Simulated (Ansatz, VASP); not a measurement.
One calculation of Bi, two programs

The input INCAR:

```
ALGO = Normal
EDIFF = 1E-6
ENCUT = 500
GGA = CA
GGA_COMPAT = F
ISIF = 2
ISMEAR = -1
LASPH = T
LCHARG = T
LELF = T
LREAL = F
LVHAR = T
LWAVE = F
NBANDS = 14
NELM = 120
PREC = Accurate
SIGMA = 0.1
```

File KPOINTS:

```
k-points
0
Gamma
  14 14 14
```

POSCAR

```
Bi
1.0
    0.0000000000      2.1787984333      2.1787984333
    2.1787984333      0.0000000000      2.1787984333
    2.1787984333      2.1787984333      0.0000000000
Bi
1
Direct
    0.0000000000      0.0000000000      0.0000000000
```

Input for Ansatz:

```yaml
crystal:
  lattice:
    - [0.0, 2.1787984333, 2.1787984333]
    - [2.1787984333, 0.0, 2.1787984333]
    - [2.1787984333, 2.1787984333, 0.0]
  atoms:
    - { symbol: Bi, position: [0.0, 0.0, 0.0] }
kpoints:
  mp_grid: { grid: [14, 14, 14] }
scf:
  occupations: { method: fermi_dirac, width: 0.1 }
hamiltonian:
  xc: lda
  pseudopotentials: { kind: paw }
output:
  forces: true
  stress: true
  eigenvalues: true
  populations: true
```

Change from the starting cell: volume scaled by 0.7, PAW files.

Alike in both runs: task single point; functional LDA; k mesh 14 × 14 × 14; occupations fermi-dirac, width 0.1 eV; no spin polarisation.

|  | VASP | Ansatz |
| --- | --- | --- |
| version | VASP 6.6.1 | Ansatz 0.2.0 |
| potentials or method | VASP PAW LDA potentials, release 64 (Bi_d) | PAW with Ansatz's default frozen-core files, scalar-relativistic |
| plane-wave cutoff (eV) | 500 | 420 |
| valence electrons in the cell | 15 | 15 |

|  | VASP | Ansatz | Ansatz less VASP |
| --- | --- | --- | --- |
| pressure (GPa) | 51.3 | 50.8 | -0.53 |

LDA's correlation is that of Perdew and Zunger in VASP and of Perdew and Wang (1992) in Ansatz. Both programs put the cell under a high pressure, so it lies far from rest at this level.

Spin-orbit coupling is off throughout.
